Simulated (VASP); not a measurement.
# V (Im-3m) in VASP: further runs, part 2 of 2

VASP 6.6.1.

## (3) Single point, PBEsol

This run uses another cell than the first one, of 13.05 Å³/atom, 0.942 times its volume.

File INCAR:

```
SYSTEM = V
PREC = Accurate
ENCUT = 520
EDIFF = 1E-6
ISMEAR = 0
SIGMA = 0.1
LREAL = .FALSE.
LASPH = .TRUE.
NELM = 60
ALGO = Normal
ISIF = 2
LWAVE = .FALSE.
LCHARG = .TRUE.
GGA = PS
LELF = .TRUE.
LVHAR = .TRUE.
NBANDS = 12
```

File KPOINTS:

```
Automatic mesh
0
G
  10 10 10
  0 0 0
```

File POSCAR:

```
V
1.0
   -1.4831277159      1.4831277159      1.4831277159
    1.4831277159     -1.4831277159      1.4831277159
    1.4831277159      1.4831277159     -1.4831277159
V
1
Direct
    0.0000000000      0.0000000000      0.0000000000
```

Potentials or basis: VASP PAW PBE potentials, release 64 (V_sv).

Command:

```sh
> cat potpaw_PBE.64/V_sv/POTCAR > POTCAR
> mpirun -np 1 vasp_std > vasp.out
```

OUTCAR:

```text
SYSTEM = V
   PREC = Accurate
   ENCUT = 520
   EDIFF = 1E-6
   ISMEAR = 0
   LREAL = .FALSE.
   LASPH = .TRUE.
   NELM = 60
   ISIF = 2
   GGA = PS

 ion  position               nearest neighbor table
   1  0.000  0.000  0.000-

  LATTYP: Found a body centered cubic cell.
 ALAT       =     2.9662554318

  Lattice vectors:

 A1 = (  -1.4831277159,   1.4831277159,   1.4831277159)
 A2 = (   1.4831277159,  -1.4831277159,   1.4831277159)
 A3 = (   1.4831277159,   1.4831277159,  -1.4831277159)

Analysis of symmetry for initial positions (statically):
=====================================================================
 Subroutine PRICEL returns:
 Original cell was already a primitive cell.

 Routine SETGRP: Setting up the symmetry group for a
 body centered cubic supercell.

 Subroutine GETGRP returns: Found 48 space group operations
 (whereof 48 operations were pure point group operations)
 out of a pool of 48 trial point group operations.

The static configuration has the point symmetry O_h .

Analysis of symmetry for dynamics (positions and initial velocities):
=====================================================================
 Subroutine PRICEL returns:
 Original cell was already a primitive cell.

 Routine SETGRP: Setting up the symmetry group for a
 body centered cubic supercell.

 Subroutine GETGRP returns: Found 48 space group operations
 (whereof 48 operations were pure point group operations)
 out of a pool of 48 trial point group operations.

The dynamic configuration has the point symmetry O_h .

 Subroutine INISYM returns: Found 48 space group operations
 (whereof 48 operations are pure point group operations),
 and found     1 'primitive' translations

----------------------------------------------------------------------------------------

                                     Primitive cell

  volume of cell :      13.0496

  direct lattice vectors                    reciprocal lattice vectors
    -1.483127716  1.483127716  1.483127716     0.000000000  0.337125383  0.337125383
     1.483127716 -1.483127716  1.483127716     0.337125383  0.000000000  0.337125383
     1.483127716  1.483127716 -1.483127716     0.337125383  0.337125383  0.000000000

  length of vectors
     2.568852558  2.568852558  2.568852558     0.476767290  0.476767290  0.476767290

  position of ions in fractional coordinates (direct lattice)
     0.000000000  0.000000000  0.000000000

  ion indices of the primitive-cell ions
   primitive index   ion index
                 1           1

----------------------------------------------------------------------------------------

 KPOINTS: Automatic mesh

Automatic generation of k-mesh.
 Grid dimensions read from file:
 generate k-points for:   10   10   10

 Generating k-lattice:

  Cartesian coordinates                     Fractional coordinates (reciprocal lattice)
     0.000000000  0.033712538  0.033712538     0.100000000  0.000000000  0.000000000
     0.033712538  0.000000000  0.033712538     0.000000000  0.100000000  0.000000000
     0.033712538  0.033712538  0.000000000     0.000000000  0.000000000  0.100000000

  Length of vectors
     0.047676729  0.047676729  0.047676729

  Shift w.r.t. Gamma in fractional coordinates (k-lattice)
     0.000000000  0.000000000  0.000000000

 Subroutine IBZKPT returns following result:
 ===========================================

 Found     47 irreducible k-points:

 Following reciprocal coordinates:
            Coordinates               Weight
  0.000000  0.000000  0.000000      1.000000
  0.100000  0.000000  0.000000     12.000000
  0.200000  0.000000  0.000000     12.000000
  0.300000  0.000000  0.000000     12.000000
  0.400000  0.000000  0.000000     12.000000
  0.500000  0.000000  0.000000      6.000000
[... 16 lines left out ...]
  0.300000  0.300000  0.100000      8.000000
 -0.300000  0.300000  0.100000     24.000000
 [... further k-points ...]
   k-points           NKPTS =     47   k-points in BZ     NKDIM =     47   number of bands    NBANDS=     12
   number of dos      NEDOS =    301   number of ions     NIONS =      1
   total plane-waves  NPLWV =   8000
   dimension x,y,z NGX =    20 NGY =   20 NGZ =   20
   dimension x,y,z NGXF=    40 NGYF=   40 NGZF=   40
   ions per type =               1
   NGX,Y,Z   is equivalent  to a cutoff of  12.94, 12.94, 12.94 a.u.
   NGXF,Y,Z  is equivalent  to a cutoff of  25.89, 25.89, 25.89 a.u.
 SYSTEM =  V
   PREC   = accura    normal or accurate (medium, high low for compatibility)
   ISTART =      0    job   : 0-new  1-cont  2-samecut
   ICHARG =      2    charge: 1-file 2-atom 10-const
   ISPIN  =      1    spin polarized calculation?
   LNONCOLLINEAR =      F non collinear calculations
   LSORBIT =      F    spin-orbit coupling
   LASPH  =      T    aspherical Exc in radial PAW
   ENCUT  =  520.0 eV  38.22 Ry    6.18 a.u.   4.78  4.78  4.78*2*pi/ulx,y,z
   NELM   =     60;   NELMIN=  2; NELMDL= -5     # of ELM steps
   EDIFF  = 0.1E-05   stopping-criterion for ELM
   LREAL  =      F    real-space projection
   EDIFFG = 0.1E-04   stopping-criterion for IOM
   NSW    =      0    number of steps for IOM
   IBRION =     -1    ionic relax: 0-MD 1-quasi-New 2-CG
   NFREE  =      0    steps in history (QN), initial steepest desc. (CG)
   ISIF   =      2    stress and relaxation
   ISYM   =      2    0-nonsym 1-usesym 2-fastsym
   POTIM  = 0.5000    time-step for ionic-motion
   TEBEG  =    0.0;   TEEND  =   0.0 temperature during run
   PSTRESS=    0.0 pullay stress
   NELECT =      13.0000    total number of electrons
   NUPDOWN=      -1.0000    fix difference up-down
   EMIN   =  10.00;   EMAX   =-10.00  energy-range for DOS
   EFERMI =   0.00;   METHOD = LEGACY
   ISMEAR =     0;   SIGMA  =   0.10  broadening in eV -4-tet -1-fermi 0-gaus
   EFERMI_NEDOS =   21; number of points for ismear=-14 and -15
   IALGO  =     38    algorithm
   IMIX   =      4    mixing-type and parameters
     AMIX     =   0.40;   BMIX     =  1.00
     AMIX_MAG =   1.60;   BMIX_MAG =  1.00
  volume/ion in A,a.u.               =      13.05        88.06
  Fermi-wavevector in a.u.,A,eV,Ry     =   1.635024  3.089747 36.372491  2.673303
  Thomas-Fermi vector in A             =   2.726565
   LORBIT       =      0    0 simple, 1 ext, 2 COOP (PROOUT), +10 PAW based schemes
   GGA     = PS    functional components
   LHFCALC =     F    Hartree Fock is set to
   AEXX    =    0.0000 exact exchange contribution
   IVDW    =     0    specifies the selected vdW correction
   LEPSILON=     F    determine dielectric tensor
   LRPA    =     F    only Hartree local field effects (RPA)
 non-spin polarized calculation
 Gauss-broadening in eV      SIGMA  =   0.10
  energy-cutoff  :      520.00
  volume of cell :       13.05
 maximum number of plane-waves:       370
   NGX =  9   NGY =  9   NGZ =  9

 number of electron      12.9999998 magnetization

 Free energy of the ion-electron system (eV)
  ---------------------------------------------------
  ext. energy  EPLUGINS =         0.00000000
  ---------------------------------------------------
  free energy    TOTEN  =        -9.63433837 eV

  energy without entropy =       -9.62427436  energy(sigma->0) =       -9.62930636

 E-fermi :   9.9520     XC(G=0): -13.2387

 val. band max:        9.9428029713   @ k =   0.1000   0.1000   0.0000
 cond. band min:       9.9908549059   @ k =  -0.2000   0.3000   0.1000
 fundamental gap:      0.0480519346
 Fermi energy:         9.9520312490

 k-point     1 :       0.0000    0.0000    0.0000
  band No.  band energies     occupation
      1     -53.5261      2.00000
      2     -26.8706      2.00000
      3     -26.8706      2.00000
      4     -26.8706      2.00000
      5       3.2953      2.00000
      6      10.3462      0.00000
      7      10.3462      0.00000
      8      10.3462      0.00000
      9      12.4302      0.00000
     10      12.4302      0.00000
     11      30.6996      0.00000
     12      30.6996      0.00000

 k-point     2 :       0.1000    0.0000    0.0000
  band No.  band energies     occupation
      1     -53.5046      2.00000
      2     -26.9708      2.00000
      3     -26.9010      2.00000
      4     -26.8714      2.00000
      5       3.7065      2.00000
      6      10.1706      0.00199
      7      10.2983      0.00000
      8      10.6448      0.00000
      9      12.2451      0.00000
     10      12.4428      0.00000
     11      30.0340      0.00000
     12      30.6052      0.00000
[... 316 lines left out ...]
 k-point    24 :      -0.3000    0.3000    0.1000
  band No.  band energies     occupation
      1     -53.3607      2.00000
      2     -27.5239      2.00000
      3     -27.1104      2.00000
      4     -26.9484      2.00000
      5       6.3936      2.00000
      6       9.5496      2.00000
      7       9.7110      1.99935
      8      11.6678      0.00000
      9      12.5703      0.00000
     10      13.0671      0.00000
     11      25.1106      0.00000
     12      28.0186      0.00000

 [... further k-points ...]
[... 5 lines left out ...]
  --------------------------------------------------------------------------------------
  -------------------------------------------------------------------------------------
  Total       -0.0039334     -0.0039334     -0.0039334     -0.0000000      0.0000000     -0.0000000
  in kB       -0.4829293     -0.4829293     -0.4829293     -0.0000000      0.0000000     -0.0000000
  external PRESSURE =      -0.4829293 kB  Pullay stress =       0.0000000 kB

 VOLUME and BASIS-vectors are now :
 -----------------------------------------------------------------------------
  energy-cutoff  :      520.00
  volume of cell :       13.05
      direct lattice vectors                 reciprocal lattice vectors
    -1.483127716  1.483127716  1.483127716     0.000000000  0.337125383  0.337125383
     1.483127716 -1.483127716  1.483127716     0.337125383  0.000000000  0.337125383
     1.483127716  1.483127716 -1.483127716     0.337125383  0.337125383  0.000000000

 POSITION                                       TOTAL-FORCE (eV/Angst)
 -----------------------------------------------------------------------------------
      0.00000      0.00000      0.00000         0.000000     -0.000000     -0.000000
 -----------------------------------------------------------------------------------
    total drift:                                0.000000     -0.000000      0.000000

  FREE ENERGIE OF THE ION-ELECTRON SYSTEM (eV)
  ---------------------------------------------------
  free  energy   TOTEN  =        -9.6343383683 eV

  energy  without entropy=       -9.6242743553  energy(sigma->0) =       -9.62930636
```

Run time: 5.2 s. Hardware: 1 thread of Intel Xeon 6975P-C, shared host; peak memory 0.13 GiB.

Results:

```
Free energy : -9.6343 eV
Pressure    : 0.0 GPa
```

Caveat: the PAW data sets were made with another functional, which shifts forces and pressure a little.

## (4) Relaxation of cell and atoms, PBEsol

File INCAR:

```
SYSTEM = V
PREC = Accurate
ENCUT = 600
EDIFF = 1E-7
ISMEAR = 0
SIGMA = 0.1
LREAL = .False.
LASPH = .True.
NELM = 60
ALGO = Normal
ISIF = 3
LWAVE = .False.
LCHARG = .False.
GGA = PS
IBRION = 2
NSW = 100
EDIFFG = -0.05
```

File KPOINTS:

```
regular mesh
0
Gamma
  10 10 10
  0 0 0
```

File POSCAR:

```
V
1.0
   -1.5129450000      1.5129450000      1.5129450000
    1.5129450000     -1.5129450000      1.5129450000
    1.5129450000      1.5129450000     -1.5129450000
V
1
Direct
    0.0000000000      0.0000000000      0.0000000000
```

Command:

```sh
> cat potpaw_PBE.64/V_sv/POTCAR > POTCAR
> mpirun -np 1 vasp_std > vasp.out
```

Wall time 11 s (1 thread of Intel Xeon 6975P-C, shared host); peak memory 0.15 GiB.

The run converged. Its results:

```
Free energy                            : -9.6351 eV
Relaxed volume                         : 13.05 Å³/atom
Relaxed cell                           : a = 2.569 Å, b = 2.569 Å, c = 2.569 Å, α = 109.47°, β = 109.47°, γ = 109.47°
Space group after relaxing (to 0.05 Å) : Im-3m (No. 229)
Energy gained by relaxing              : 28.7 meV/atom
Ionic steps                            : 3
Pressure after relaxing                : -0.2 GPa
```

The path:
```csv
step,energy change (eV),largest force (eV/Å),pressure (GPa),volume (Å³)
1,0.0000,0.0000,-10.77,13.85
2,0.0212,0.0000,17.37,12.07
3,-0.0287,0.0000,-0.23,13.05
```

Final structure:
```yaml
crystal:
  lattice:
    - [-1.48329, 1.48329, 1.48329]
    - [1.48329, -1.48329, 1.48329]
    - [1.48329, 1.48329, -1.48329]
  atoms:
    - { symbol: V, position: [0.00000, 0.00000, 0.00000] }
```

Levels at points of the mesh, in eV from the Fermi level:
| k point | band 2 | band 3 | band 4 | band 5 | band 6 | band 7 | band 8 | band 9 | band 10 |
| --- | --- | --- | --- | --- | --- | --- | --- | --- | --- |
| (0.00, 0.00, 0.00) | -36.82 | -36.82 | -36.82 | -6.66 | 0.39 | 0.39 | 0.39 | 2.48 | 2.48 |
| (0.50, 0.00, 0.00) | -37.83 | -37.14 | -36.83 | -3.30 | -1.21 | 1.77 | 2.49 | 2.86 | 4.28 |
| (0.50, 0.50, 0.50) | -37.51 | -37.51 | -37.51 | -3.16 | -3.16 | 3.87 | 3.87 | 3.87 | 10.48 |

Caveat: the PAW data sets were made with another functional, which shifts forces and pressure a little.

## (5) The runs side by side

| task | cell | k mesh | cutoff (eV) | gap on the mesh (eV) | pressure (GPa) |
| --- | --- | --- | --- | --- | --- |
| single point | a = 2.620 Å, angles 109.5°, 1 atom | 8 × 8 × 8 | 520 | none | -12.6 |
| single point | a = 2.569 Å, angles 109.5°, 1 atom | 10 × 10 × 10 | 520 | none | 0.0 |
| relaxation of cell and atoms | relaxed from a = 2.620 Å, angles 109.5°, 1 atom | 10 × 10 × 10 | 600 | none | -0.2 |

Alike in all rows: level PBEsol; potentials or basis VASP PAW PBE potentials, release 64 (V_sv); no spin polarisation; smearing gaussian 0.1 eV.

Caveats: some runs use coarse meshes; the PAW data sets were made with another functional, which shifts forces and pressure a little.

Total energies depend on the potentials used, so only differences within one code and one set of settings carry meaning.
